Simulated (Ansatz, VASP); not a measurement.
# Two plane-wave programs on Ti

```
Ti
1.0
     0.00000    2.87802    2.87802
     2.87802    0.00000    2.87802
     2.87802    2.87802    0.00000
Ti
2
Direct
  0.12500 0.12500 0.12500
  0.87500 0.87500 0.87500
```

Alike in both runs: task relaxation of cell and atoms; functional r2SCAN; k mesh 10 × 10 × 10; occupations fermi-dirac, width 0.05 eV; collinear spin.

```csv
,VASP,Ansatz
version,VASP 6.6.1,Ansatz 0.2.0
potentials or method,"VASP PAW PBE potentials, release 64 (Ti_sv), cutoff 600 eV","plane waves (500 eV) with PAW, scalar-relativistic"
valence electrons in the cell,24,24
```

|  | VASP | Ansatz | Ansatz less VASP |
| --- | --- | --- | --- |
| net moment per atom (μB) | 2.78 | 2.75 | -0.024 |
| size of the moment on the site where the two differ most (μB) | 2.06 | 1.94 | -0.113 |
| relaxed volume (Å³/atom) | 28.74 | 28.62 | -0.123 |
| relaxed length of the cell vector where the two differ most in proportion (Å) | 4.332 | 4.326 | -0.0062 |

VASP's potentials were made for PBE, not for r2SCAN. Site moments also hang on the region over which each program counts them.

Noted on VASP's run: the volume moved by over 15 % at a fixed basis, so the end points are rough.
